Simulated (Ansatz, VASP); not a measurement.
## TaN: VASP beside Ansatz

INCAR

```
SYSTEM = TaN
  ALGO = Normal
  EDIFF = 1E-6
  ENCUT = 600
  GGA_COMPAT = .False.
  ISIF = 2
  ISMEAR = 0
  LASPH = .True.
  LCHARG = .False.
  LREAL = .False.
  LWAVE = .False.
  NBANDS = 16
  NELM = 120
  PREC = Accurate
  SIGMA = 0.15
```

The input KPOINTS:

```
k-points
0
Gamma
  5 5 5
  0 0 0
```

The input POSCAR:

```
TaN
1.0
    2.9380000000      0.0000000000      0.0000000000
   -1.4690000000      2.5443826400      0.0000000000
    0.0000000000      0.0000000000      2.8830000000
Ta N
1 1
Direct
    0.3333333333      0.6666666667      0.5000000000
    0.0000000000      0.0000000000      0.0000000000
```

Input for Ansatz:

```yaml
crystal:
  lattice:
    - [2.938, 0.0, 0.0]
    - [-1.469, 2.54438264, 0.0]
    - [0.0, 0.0, 2.883]
  atoms:
    - { symbol: Ta, position: [0.3333333333333333, 0.6666666666666666, 0.5] }
    - { symbol: "N", position: [0.0, 0.0, 0.0] }
basis:
  ecutwfc: 450.0
kpoints:
  mp_grid:
    grid: [5, 5, 5]
hamiltonian:
  xc: lda
scf:
  n_extra_bands: 2
  convergence:
    dr2_threshold: 1.0e-08
  occupations:
    method: gaussian
    width: 0.15
output:
  stress: true
```

Alike in both runs: task single point; functional LDA; k mesh 5 × 5 × 5; occupations gaussian, width 0.15 eV; no spin polarisation.

|  | VASP | Ansatz |
| --- | --- | --- |
| version | VASP 6.6.1 | Ansatz 0.2.0 |
| potentials or method | VASP PAW LDA potentials, release 64 (Ta_sv_GW, N), cutoff 600 eV | plane waves, PAW |
| valence electrons in the cell | 18 | 18 |

|  | VASP | Ansatz | Ansatz less VASP |
| --- | --- | --- | --- |
| pressure (GPa) | -10.6 | -11.7 | -1.07 |
| traceless stress, the component that is largest in VASP (GPa) | -1.44 | -1.53 | -0.089 |

LDA's correlation is that of Perdew and Zunger in VASP and of Perdew and Wang (1992) in Ansatz. Ansatz's warnings: stress scf threshold loose.

The k mesh is coarse, so the values compare programs but aren't converged. Neither program's run includes spin-orbit coupling.
